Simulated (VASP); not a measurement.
# Sc (P6/mmm) in VASP: a series of runs

Sc is run at these levels: PBE; tasks: density of states.

Everything below comes from runs of VASP 6.6.1. Logs are shortened: lines on timing, memory, paths and dates and some standing lists are left out, and cuts for length are marked.

## 1. The cell of the first run

The structure is hexagonal, space group P6/mmm (No. 191). The conventional cell has a = 3.061 Å, b = 3.061 Å, c = 2.873 Å, α = 90.00°, β = 90.00°, γ = 120.00°. Within 3.8 Å of Sc (site symmetry 6/mmm) lie 8 Sc at 2.87 to 3.06 Å.

## 2. Density of states, PBE (volume scaled by 0.92)

POSCAR

```
Sc
1.0
    3.0614230831      0.0000000000      0.0000000000
   -1.5307115416      2.6512701617      0.0000000000
    0.0000000000      0.0000000000      2.8732629604
Sc
1
Direct
    0.0000000000      0.0000000000      0.0000000000
```

INCAR.step1

```
PREC = Accurate ; ENCUT = 520
EDIFF = 1E-6 ; ISMEAR = -1
SIGMA = 0.1 ; LREAL = False
LASPH = True ; NELM = 60
ALGO = Normal ; ISIF = 2
LWAVE = False ; LCHARG = True
LMAXMIX = 4 ; GGA = PE
NBANDS = 12
```

KPOINTS.step1

```
regular mesh
0
Gamma
  15 15 14
```

INCAR.step2

```
PREC = Accurate ; ENCUT = 520
EDIFF = 1E-6 ; ISMEAR = -5
SIGMA = 0.1 ; LREAL = False
LASPH = True ; NELM = 60
ALGO = Normal ; ISIF = 2
LWAVE = False ; LCHARG = False
LMAXMIX = 4 ; GGA = PE
LORBIT = 11 ; NEDOS = 2001
ICHARG = 11
```

KPOINTS.step2

```
regular mesh
0
Gamma
  23 23 21
```

Potentials or basis: VASP PAW PBE potentials, release 64 (Sc_sv).

Run with:

```sh
$ cat potpaw_PBE.64/Sc_sv/POTCAR > POTCAR
$ cp INCAR.step1 INCAR
$ cp KPOINTS.step1 KPOINTS
$ mpirun -np 1 vasp_std > vasp.out
$ cp INCAR.step2 INCAR
$ cp KPOINTS.step2 KPOINTS
$ mpirun -np 1 vasp_std > vasp.out
```

OUTCAR:

```text
PREC = Accurate
   ENCUT = 520
   EDIFF = 1E-6
   ISMEAR = -5
   LREAL = False
   LASPH = True
   NELM = 60
   ISIF = 2
   GGA = PE
   LORBIT = 11
   ICHARG = 11

 ion  position               nearest neighbor table
   1  0.000  0.000  0.000-

  LATTYP: Found a hexagonal cell.
 ALAT       =     3.0614230831
 C/A-ratio  =     0.9385383472

  Lattice vectors:

 A1 = (   3.0614230831,   0.0000000000,   0.0000000000)
 A2 = (  -1.5307115416,   2.6512701617,   0.0000000000)
 A3 = (   0.0000000000,   0.0000000000,   2.8732629604)

Analysis of symmetry for initial positions (statically):
=====================================================================
 Subroutine PRICEL returns:
 Original cell was already a primitive cell.

 Routine SETGRP: Setting up the symmetry group for a
 hexagonal supercell.

 Subroutine GETGRP returns: Found 24 space group operations
 (whereof 24 operations were pure point group operations)
 out of a pool of 24 trial point group operations.

The static configuration has the point symmetry D_6h.

Analysis of symmetry for dynamics (positions and initial velocities):
=====================================================================
 Subroutine PRICEL returns:
 Original cell was already a primitive cell.

 Routine SETGRP: Setting up the symmetry group for a
 hexagonal supercell.

 Subroutine GETGRP returns: Found 24 space group operations
 (whereof 24 operations were pure point group operations)
 out of a pool of 24 trial point group operations.

The dynamic configuration has the point symmetry D_6h.

 Subroutine INISYM returns: Found 24 space group operations
 (whereof 24 operations are pure point group operations),
 and found     1 'primitive' translations

----------------------------------------------------------------------------------------

                                     Primitive cell

  volume of cell :      23.3213

  direct lattice vectors                    reciprocal lattice vectors
     3.061423083  0.000000000  0.000000000     0.326645476  0.188588853  0.000000000
    -1.530711542  2.651270162  0.000000000     0.000000000  0.377177707  0.000000000
     0.000000000  0.000000000  2.873262960     0.000000000  0.000000000  0.348036366

  length of vectors
     3.061423083  3.061423083  2.873262960     0.377177707  0.377177707  0.348036366

  position of ions in fractional coordinates (direct lattice)
     0.000000000  0.000000000  0.000000000

  ion indices of the primitive-cell ions
   primitive index   ion index
                 1           1

----------------------------------------------------------------------------------------

 KPOINTS: regular mesh

Automatic generation of k-mesh.
 Grid dimensions read from file:
 generate k-points for:   23   23   21

 Generating k-lattice:

  Cartesian coordinates                     Fractional coordinates (reciprocal lattice)
     0.014201977  0.008199515  0.000000000     0.043478261  0.000000000  0.000000000
     0.000000000  0.016399031  0.000000000     0.000000000  0.043478261  0.000000000
     0.000000000  0.000000000  0.016573160     0.000000000  0.000000000  0.047619048

  Length of vectors
     0.016399031  0.016399031  0.016573160

  Shift w.r.t. Gamma in fractional coordinates (k-lattice)
     0.000000000  0.000000000  0.000000000

 TETIRR: Found  11086 inequivalent tetrahedra from    66654

 Subroutine IBZKPT returns following result:
 ===========================================

 Found    616 irreducible k-points:

 Following reciprocal coordinates:
            Coordinates               Weight
  0.000000  0.000000  0.000000      1.000000
  0.043478  0.000000  0.000000      6.000000
  0.086957  0.000000  0.000000      6.000000
  0.130435 -0.000000  0.000000      6.000000
  0.173913 -0.000000  0.000000      6.000000
  0.217391 -0.000000  0.000000      6.000000
[... 16 lines left out ...]
  0.478261  0.043478  0.000000      6.000000
  0.086957  0.086957  0.000000      6.000000
 [... further k-points ...]
   k-points           NKPTS =    616   k-points in BZ     NKDIM =    616   number of bands    NBANDS=      9
   number of dos      NEDOS =   2001   number of ions     NIONS =      1
   total plane-waves  NPLWV =  13824
   dimension x,y,z NGX =    24 NGY =   24 NGZ =   24
   dimension x,y,z NGXF=    48 NGYF=   48 NGZF=   48
   ions per type =               1
   NGX,Y,Z   is equivalent  to a cutoff of  13.03, 13.03, 13.89 a.u.
   NGXF,Y,Z  is equivalent  to a cutoff of  26.07, 26.07, 27.77 a.u.
 SYSTEM =  unknown system
   PREC   = accura    normal or accurate (medium, high low for compatibility)
   ISTART =      0    job   : 0-new  1-cont  2-samecut
   ICHARG =     11    charge: 1-file 2-atom 10-const
   ISPIN  =      1    spin polarized calculation?
   LNONCOLLINEAR =      F non collinear calculations
   LSORBIT =      F    spin-orbit coupling
   LASPH  =      T    aspherical Exc in radial PAW
   ENCUT  =  520.0 eV  38.22 Ry    6.18 a.u.   5.69  5.69  5.34*2*pi/ulx,y,z
   NELM   =     60;   NELMIN=  2; NELMDL=  0     # of ELM steps
   EDIFF  = 0.1E-05   stopping-criterion for ELM
   LREAL  =      F    real-space projection
   EDIFFG = 0.1E-04   stopping-criterion for IOM
   NSW    =      0    number of steps for IOM
   IBRION =     -1    ionic relax: 0-MD 1-quasi-New 2-CG
   NFREE  =      0    steps in history (QN), initial steepest desc. (CG)
   ISIF   =      2    stress and relaxation
   ISYM   =      2    0-nonsym 1-usesym 2-fastsym
   POTIM  = 0.5000    time-step for ionic-motion
   TEBEG  =    0.0;   TEEND  =   0.0 temperature during run
   PSTRESS=    0.0 pullay stress
   NELECT =      11.0000    total number of electrons
   NUPDOWN=      -1.0000    fix difference up-down
   EMIN   =  10.00;   EMAX   =-10.00  energy-range for DOS
   EFERMI =   0.00;   METHOD = LEGACY
   ISMEAR =    -5;   SIGMA  =   0.10  broadening in eV -4-tet -1-fermi 0-gaus
   EFERMI_NEDOS =   21; number of points for ismear=-14 and -15
   IALGO  =     38    algorithm
   IMIX   =      4    mixing-type and parameters
     AMIX     =   0.40;   BMIX     =  1.00
     AMIX_MAG =   1.60;   BMIX_MAG =  1.00
  volume/ion in A,a.u.               =      23.32       157.38
  Fermi-wavevector in a.u.,A,eV,Ry     =   1.274348  2.408169 22.095367  1.623964
  Thomas-Fermi vector in A             =   2.407121
   LORBIT       =     11    0 simple, 1 ext, 2 COOP (PROOUT), +10 PAW based schemes
   GGA     = PE    functional components
   LHFCALC =     F    Hartree Fock is set to
   AEXX    =    0.0000 exact exchange contribution
   IVDW    =     0    specifies the selected vdW correction
   LEPSILON=     F    determine dielectric tensor
   LRPA    =     F    only Hartree local field effects (RPA)
 non-spin polarized calculation
 Fermi weights with tetrahedron method with Bloechl corrections
  energy-cutoff  :      520.00
  volume of cell :       23.32
 maximum number of plane-waves:       644
 NGX is ok and might be reduce to    24

 number of electron      10.9999998 magnetization

 Free energy of the ion-electron system (eV)
  ---------------------------------------------------
  ext. energy  EPLUGINS =         0.00000000
  ---------------------------------------------------
  free energy    TOTEN  =        -5.79771262 eV

  energy without entropy =       -5.79771262  energy(sigma->0) =       -5.79771262

 E-fermi :   3.9982     XC(G=0): -10.0717

 val. band max:        4.0168050645   @ k =   0.4348   0.0870   0.0952
 cond. band min:       3.9889161526   @ k =   0.1304   0.1304   0.4286
 fundamental gap:     -0.0278889120
 Fermi energy:         3.9981742546

 k-point     1 :       0.0000    0.0000    0.0000
  band No.  band energies     occupation
      1     -45.3958      2.00000
      2     -23.7672      2.00000
      3     -23.6930      2.00000
      4     -23.6930      2.00000
      5      -1.1288      2.00000
      6       3.5786      2.00000
      7       5.6821      0.00000
      8       5.6821      0.00000
      9       8.2651      0.00000

 k-point     2 :       0.0435    0.0000    0.0000
  band No.  band energies     occupation
      1     -45.3941      2.00000
      2     -23.7660      2.00000
      3     -23.7039      2.00000
      4     -23.6954      2.00000
      5      -1.0790      2.00000
      6       3.5971      2.00000
      7       5.6310      0.00000
      8       5.7203      0.00000
      9       8.2423      0.00000

 k-point     3 :       0.0870    0.0000    0.0000
  band No.  band energies     occupation
      1     -45.3894      2.00000
      2     -23.7627      2.00000
      3     -23.7357      2.00000
      4     -23.7025      2.00000
      5      -0.9312      2.00000
      6       3.6506      2.00000
      7       5.4865      0.00000
      8       5.8339      0.00000
      9       8.1178      0.00000

 k-point     4 :       0.1304   -0.0000    0.0000
  band No.  band energies     occupation
      1     -45.3819      2.00000
      2     -23.7858      2.00000
      3     -23.7575      2.00000
      4     -23.7137      2.00000
      5      -0.6909      2.00000
      6       3.7337      2.00000
      7       5.2727      0.00000
      8       6.0193      0.00000
      9       7.9482      0.00000
[... 205 lines left out ...]
 k-point    22 :       0.4348    0.0435    0.0000
  band No.  band energies     occupation
      1     -45.3092      2.00000
      2     -24.2450      2.00000
      3     -23.8263      2.00000
      4     -23.7068      2.00000
      5       2.2133      2.00000
      6       3.9822      1.19728
      7       4.4190      0.00000
      8       6.6968      0.00000
      9       7.9461      0.00000

 k-point    23 :       0.4783    0.0435    0.0000
  band No.  band energies     occupation
      1     -45.3076      2.00000
      2     -24.2549      2.00000
      3     -23.8288      2.00000
      4     -23.7056      2.00000
      5       2.2793      2.00000
      6       4.0969     -0.03933
      7       4.3226      0.00000
      8       6.6737      0.00000
      9       7.9651      0.00000

 k-point    24 :       0.0870    0.0870    0.0000
  band No.  band energies     occupation
      1     -45.3777      2.00000
      2     -23.8119      2.00000
      3     -23.7545      2.00000
      4     -23.7225      2.00000
      5      -0.5495      2.00000
      6       3.7824      2.00000
      7       5.1482      0.00000
      8       6.1365      0.00000
      9       7.8642      0.00000

 [... further k-points ...]
[... 5 lines left out ...]
  --------------------------------------------------------------------------------------
  -------------------------------------------------------------------------------------
  Total        0.3093179      0.3093179      0.4686147     -0.0000000      0.0000000     -0.0000000
  in kB       21.2501919     21.2501919     32.1939172     -0.0000000      0.0000000     -0.0000000
  external PRESSURE =      24.8981003 kB  Pullay stress =       0.0000000 kB

 VOLUME and BASIS-vectors are now :
 -----------------------------------------------------------------------------
  energy-cutoff  :      520.00
  volume of cell :       23.32
      direct lattice vectors                 reciprocal lattice vectors
     3.061423083  0.000000000  0.000000000     0.326645476  0.188588853  0.000000000
    -1.530711542  2.651270162  0.000000000     0.000000000  0.377177707  0.000000000
     0.000000000  0.000000000  2.873262960     0.000000000  0.000000000  0.348036366

 POSITION                                       TOTAL-FORCE (eV/Angst)
 -----------------------------------------------------------------------------------
      0.00000      0.00000      0.00000        -0.000000      0.000000      0.000000
 -----------------------------------------------------------------------------------
    total drift:                               -0.000000     -0.000000      0.000000

  FREE ENERGIE OF THE ION-ELECTRON SYSTEM (eV)
  ---------------------------------------------------
  free  energy   TOTEN  =        -5.7977126201 eV

  energy  without entropy=       -5.7977126201  energy(sigma->0) =       -5.79771262

 total charge

# of ion       s       p       d       tot
------------------------------------------
    1        2.277   6.104   1.097   9.478
```

Wall time 69 s (1 thread of Intel Xeon Platinum 8259CL at 2.50GHz (Skylake/Cascade Lake), shared host); peak memory 0.26 GiB.

What came out:

- Valence electrons inside the program's atomic spheres: Sc 9.48

Caveat: tetrahedron occupations give inexact forces and stress in metals.

## 3. Density of states, PBE (volume scaled by 0.45)

POSCAR

```
Sc
1.0
    2.4137338610      0.0000000000      0.0000000000
   -1.2068669305      2.0903548416      0.0000000000
    0.0000000000      0.0000000000      2.2608304807
Sc
1
Direct
    0.0000000000      0.0000000000      0.0000000000
```

INCAR.step1

```
SYSTEM = Sc
  PREC = Accurate
  ENCUT = 520
  EDIFF = 1E-7
  ISMEAR = -1
  SIGMA = 0.1
  LREAL = .False.
  LASPH = .True.
  NELM = 100
  ALGO = Normal
  ISIF = 2
  LWAVE = .False.
  LCHARG = .True.
  LMAXMIX = 4
  GGA = PE
  NBANDS = 12
```

KPOINTS.step1

```
regular mesh
0
Gamma
  15 15 14
  0 0 0
```

INCAR.step2

```
SYSTEM = Sc
  PREC = Accurate
  ENCUT = 520
  EDIFF = 1E-7
  ISMEAR = -5
  SIGMA = 0.1
  LREAL = .False.
  LASPH = .True.
  NELM = 100
  ALGO = Normal
  ISIF = 2
  LWAVE = .False.
  LCHARG = .False.
  LMAXMIX = 4
  GGA = PE
  LORBIT = 10
  NBANDS = 12
  NEDOS = 1001
  ICHARG = 11
```

KPOINTS.step2

```
regular mesh
0
Gamma
  23 23 21
  0 0 0
```

Potentials or basis: VASP PAW PBE potentials, release 64 (Sc_sv).

Run with:

```sh
$ cat potpaw_PBE.64/Sc_sv/POTCAR > POTCAR
$ cp INCAR.step1 INCAR
$ cp KPOINTS.step1 KPOINTS
$ mpirun -np 1 vasp_std > vasp.out
$ cp INCAR.step2 INCAR
$ cp KPOINTS.step2 KPOINTS
$ mpirun -np 1 vasp_std > vasp.out
```

Run time: 55 s. Hardware: 1 thread of Intel Xeon Platinum 8259CL at 2.50GHz (Skylake/Cascade Lake), shared host; peak memory 0.21 GiB.

Results (log left out):

```
Valence electrons inside the program's atomic spheres : Sc 10.79
```

Levels at points of the mesh, in eV from the Fermi level:
```tsv
k point	band 4	band 5	band 6	band 7	band 8	band 9
(0.00, 0.00, 0.00)	-25.18	-4.52	-1.79	2.30	2.30	8.64
```

Caveat: tetrahedron occupations give inexact forces and stress in metals.
